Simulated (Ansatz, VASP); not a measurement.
**One calculation of Ta2N, two programs**

```
Ta N
1.0
     3.15022    0.00000    0.00000
    -1.57511    2.72817    0.00000
     0.00000    0.00000    4.79023
Ta N
2 1
Direct
  0.66667 0.33333 0.74637
  0.33333 0.66667 0.25363
  0.00000 0.00000 0.00000
```

Alike in both runs: task single point; functional PBEsol; k mesh 18 × 18 × 10; occupations gaussian, width 0.15 eV; no spin polarisation.

|  | VASP | Ansatz |
| --- | --- | --- |
| version | VASP 6.6.1 | Ansatz 0.2.0 |
| potentials or method | VASP PAW PBE potentials, release 64 (Ta_pv, N), cutoff 520 eV | scalar-relativistic, plane waves, PAW |
| valence electrons in the cell | 27 | 31 |

```csv
,VASP,Ansatz,Ansatz less VASP
gap on the k mesh at the Fermi level (eV),none,none,-
pressure (GPa),-10.2,-10.7,-0.49
"traceless stress, the component that is largest in VASP (GPa)",4.06,4.16,+0.098
rms of the force components (eV/Å),0.181,0.204,+0.0229
```

VASP's potentials were made for PBE, not for PBEsol, and Ansatz warns of the same on its side. Atom by atom the forces differ by 0.023 eV/Å (rms over components). A gap of «none» marks a metal or a gap that the smearing closes. With one functional, cell and mesh, what is left measures potentials, basis and numerics. VASP's potentials hold 27 valence electrons a cell and Ansatz's 31, so a difference there can come from the potentials and not from the codes.

Neither program's run includes spin-orbit coupling.
